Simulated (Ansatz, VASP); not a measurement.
BaSr: VASP beside Ansatz

Contents of INCAR:

```
SYSTEM = BaSr
  PREC = Accurate
  ENCUT = 520
  EDIFF = 1E-6
  ISMEAR = 0
  SIGMA = 0.15
  LREAL = .False.
  LASPH = .True.
  NELM = 100
  ALGO = Normal
  ISIF = 2
  LWAVE = .False.
  LCHARG = .True.
  LELF = .True.
  LVHAR = .True.
  NBANDS = 17
```

KPOINTS

```
Automatic mesh
0
Gamma
  14 14 8
  0 0 0
```

File POSCAR:

```
BaSr
1.0
    2.5086023700     -3.4657214600      0.0000000000
    2.5086023700      3.4657214600      0.0000000000
    0.0000000000      0.0000000000      6.9208264000
Ba Sr
1 1
Direct
    0.0000000000      0.0000000000      0.0000000000
    0.5000000000      0.5000000000      0.5000000000
```

Input for Ansatz:

```yaml
crystal:
  lattice:
    - [2.50860237, -3.46572146, 0.0]
    - [2.50860237, 3.46572146, 0.0]
    - [0.0, 0.0, 6.9208264]
  atoms:
    - { symbol: Ba, position: [0.0, 0.0, 0.0] }
    - { symbol: Sr, position: [0.5, 0.5, 0.5] }
basis:
  ecutwfc: 420
kpoints:
  mp_grid: { grid: [14, 14, 8] }
hamiltonian:
  xc: lda
scf:
  occupations: { method: gaussian, width: 0.15 }
output:
  forces: true
  stress: true
  eigenvalues: true
```

Alike in both runs: task single point; functional LDA; k mesh 14 × 14 × 8; occupations gaussian, width 0.15 eV; no spin polarisation.

|  | VASP | Ansatz |
| --- | --- | --- |
| version | VASP 6.6.1 | Ansatz 0.2.0 |
| potentials or method | VASP PAW LDA potentials, release 64 (Ba_sv, Sr_sv), cutoff 520 eV | scalar-relativistic, plane waves, PAW |
| valence electrons in the cell | 20 | 20 |

|  | VASP | Ansatz | Ansatz less VASP |
| --- | --- | --- | --- |
| gap on the k mesh at the Fermi level (eV) | none | none | - |
| pressure (GPa) | -1.6 | -1.6 | -0.01 |

LDA's correlation is that of Perdew and Zunger in VASP and of Perdew and Wang (1992) in Ansatz. A gap of «none» marks a metal or a gap that the smearing closes.

Neither program's run includes spin-orbit coupling.
